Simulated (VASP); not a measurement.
Write the native input for VASP 6.6.1 that does the following.

```
Task                   : single point
Functional             : PBE
Potentials or basis    : VASP PAW PBE potentials, release 64 (K_sv, I)
Cutoff                 : 520 eV
k mesh                 : 4 × 4 × 4
Occupations            : gaussian, width 0.01 eV
Spin                   : no spin polarisation
Dipole correction      : no
Further INCAR settings : ALGO = Normal; EDIFF = 1e-07; NBANDS = 15
```

The structure of KI lies in POSCAR:

```
KI
1.0
    0.0000000000      3.5442849777      3.5442849777
    3.5442849777      0.0000000000      3.5442849777
    3.5442849777      3.5442849777      0.0000000000
K I
1 1
Direct
    0.0000000000      0.0000000000      0.0000000000
    0.5000000000      0.5000000000      0.5000000000
```

One way to write it, as run:

INCAR

```
PREC = Accurate
ENCUT = 520
EDIFF = 1E-7
ISMEAR = 0
SIGMA = 0.01
LREAL = False
LASPH = True
NELM = 60
ALGO = Normal
ISIF = 2
LWAVE = False
LCHARG = False
GGA = PE
NBANDS = 15
```

KPOINTS

```
regular mesh
0
Gamma
  4 4 4
```

Potentials or basis: VASP PAW PBE potentials, release 64 (K_sv, I).

Run with:

```bash
$ cat potpaw_PBE.64/K_sv/POTCAR potpaw_PBE.64/I/POTCAR > POTCAR
$ mpirun -np 1 vasp_std > vasp.out
```

It gave:

The pressure is 0.5 GPa. The band gap on the k mesh is 3.94 eV.

Caveat: spin-orbit coupling is left out, which moves the levels of the heavy elements.

Wall time 31 s on 1 thread of Intel Xeon 8259CL (shared host), peak memory 0.24 GiB.
